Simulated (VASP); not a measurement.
**HgTe: single point with PBE**

Crystal: HgTe.

```
CELL_PARAMETERS angstrom
0.00000 3.32422 3.32422
3.32422 0.00000 3.32422
3.32422 3.32422 0.00000
ATOMIC_POSITIONS crystal
Hg 0.00000 0.00000 0.00000
Te 0.25000 0.25000 0.25000
```

```yaml
Program: VASP 6.6.1
Task: single point
Functional: PBE
Potentials_or_basis: VASP PAW PBE potentials, release 64 (Hg, Te)
Cutoff: 520 eV
k_mesh: 10 × 10 × 10
Occupations: gaussian, width 0.05 eV
Spin: no spin polarisation
```

```json
{"Pressure": "0.1 GPa", "Band gap on the k mesh": "zero (filled and empty bands touch)"}
```

Levels at points of the mesh, in eV from the Fermi level:
| k point | band 5 | band 6 | band 7 | band 8 | band 9 | band 10 | band 11 | band 12 | band 13 | band 14 |
| --- | --- | --- | --- | --- | --- | --- | --- | --- | --- | --- |
| (0.00, 0.00, 0.00) | -6.48 | -6.48 | -0.94 | -0.02 | -0.02 | -0.02 | 4.36 | 4.36 | 4.36 | 6.49 |
| (0.50, 0.00, 0.00) | -6.46 | -6.23 | -4.97 | -0.85 | -0.85 | 0.69 | 5.09 | 5.09 | 6.79 | 7.74 |
| (0.00, 0.50, 0.00) | -6.46 | -6.23 | -4.97 | -0.85 | -0.85 | 0.69 | 5.09 | 5.09 | 6.79 | 7.74 |
| (0.00, 0.00, 0.50) | -6.46 | -6.23 | -4.97 | -0.85 | -0.85 | 0.69 | 5.09 | 5.09 | 6.79 | 7.74 |
| (0.50, 0.50, 0.50) | -6.46 | -6.23 | -4.97 | -0.85 | -0.85 | 0.69 | 5.09 | 5.09 | 6.79 | 7.74 |
| (0.50, 0.50, 0.00) | -6.43 | -6.11 | -5.00 | -1.95 | -1.95 | 1.89 | 2.69 | 7.91 | 8.50 | 8.50 |
| (0.00, 0.50, 0.50) | -6.43 | -6.11 | -5.00 | -1.95 | -1.95 | 1.89 | 2.69 | 7.91 | 8.50 | 8.50 |
| (0.50, 0.00, 0.50) | -6.43 | -6.11 | -5.00 | -1.95 | -1.95 | 1.89 | 2.69 | 7.91 | 8.50 | 8.50 |

Run time: 8.8 min on 1 thread of Oxide Virtual Turin-like Processor, with other jobs on the host, peak memory 0.67 GiB.

Caveat: semilocal functionals underestimate gaps, and a narrow one can read as zero; spin-orbit coupling is left out, which moves the levels of the heavy elements.
